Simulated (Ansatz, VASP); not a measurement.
One calculation of CdS, two programs

```
Cd S
1.0
     3.38991    0.00000    0.00000
     0.00000    3.38991    0.00000
     0.00000    0.00000    3.45734
Cd S
1 1
Direct
  0.50000 0.50000 0.50000
  0.00000 0.00000 0.00000
```

Alike in both runs: functional PBE; k mesh 6 × 6 × 4; occupations gaussian, width 0.1 eV; no spin polarisation.

Ansatz relaxed the structure, and its values are those at the end. VASP's run is a single point on that final structure, the one shown.

|  | VASP | Ansatz |
| --- | --- | --- |
| version | VASP 6.6.1 | Ansatz 0.2.0 |
| potentials or method | VASP PAW PBE potentials, release 64 (Cd, S), cutoff 520 eV | scalar-relativistic, plane waves, PAW |
| valence electrons in the cell | 18 | 26 |

Ansatz gave:

| Quantity | Value |
| --- | --- |
| gap on the k mesh at the Fermi level (eV) | none |
| pressure (GPa) | 0.0 |

Task: Which values does VASP return?

Result: gap on the k mesh at the Fermi level (eV): none; pressure (GPa): 0.3.

A gap of «none» marks a metal or a gap that the smearing closes. VASP's potentials hold 18 valence electrons a cell and Ansatz's 26, so a difference there can come from the potentials and not from the codes.

The k mesh is coarse, so the values compare programs but aren't converged.
